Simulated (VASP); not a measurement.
Write the native input for VASP 6.6.1 that does the following.

- Task: single point
- Functional: PBE
- Dispersion: D3(BJ)
- Potentials or basis: VASP PAW PBE potentials, release 64 (Mo_sv, W_sv)
- Cutoff: 520 eV
- k mesh: 3 × 3 × 3
- Occupations: fermi-dirac, width 0.15 eV
- Spin: no spin polarisation
- Dipole correction: no
- Further INCAR settings: LREAL = Auto; ALGO = Normal; EDIFF = 1e-07; NBANDS = 118

The structure of MoW14 (a cell with a defect) lies in POSCAR:

```
MoW14
1.0
    6.3200000000      0.0000000000      0.0000000000
    0.0000000000      6.3200000000      0.0000000000
    0.0000000000      0.0000000000      6.3200000000
Mo W
1 14
Direct
    0.2473802083     -0.2473802083     -0.2473802083
    0.4998858549     -0.0001876291     -0.0001876291
    0.0001876291      0.5001141451     -0.0001876291
    0.0001876291     -0.0001876291      0.5001141451
    0.2474185575      0.2473065629      0.2473065629
    0.4997633159      0.5002366841     -0.0000996405
    0.4997633159     -0.0000996405      0.5002366841
    0.7525936650      0.2474063350      0.2474063350
    0.0000996405      0.5002366841      0.5002366841
    0.2476037202      0.7523962798      0.2476387163
    0.2476037202      0.2476387163      0.7523962798
    0.4997645855      0.5002354145      0.5002354145
    0.7526934371      0.7525814425      0.2473065629
    0.7526934371      0.2473065629      0.7525814425
    0.7523612837      0.7523962798      0.7523962798
```

These files were run (other wordings do the same):

INCAR

```
SYSTEM = MoW14
PREC = Accurate
ENCUT = 520
EDIFF = 1E-7
ISMEAR = -1
SIGMA = 0.15
LREAL = Auto
LASPH = .TRUE.
NELM = 100
ALGO = Normal
ISIF = 2
LWAVE = .FALSE.
LCHARG = .FALSE.
GGA = PE
IVDW = 12
NBANDS = 118
```

KPOINTS

```
regular mesh
0
G
  3 3 3
  0 0 0
```

Potentials or basis: VASP PAW PBE potentials, release 64 (Mo_sv, W_sv).

The run is started by

```console
$ cat potpaw_PBE.64/Mo_sv/POTCAR potpaw_PBE.64/W_sv/POTCAR > POTCAR
$ mpirun -np 1 vasp_std > vasp.out
```

It gave:

| Item | Value |
| --- | --- |
| Pressure | -6.6 GPa |
| Largest force | 0.034 eV/Å |
| Dispersion energy per atom | -0.655 eV |

It took 12 min on 1 thread of AMD EPYC 7R13 (shared host), peak memory 0.36 GiB.
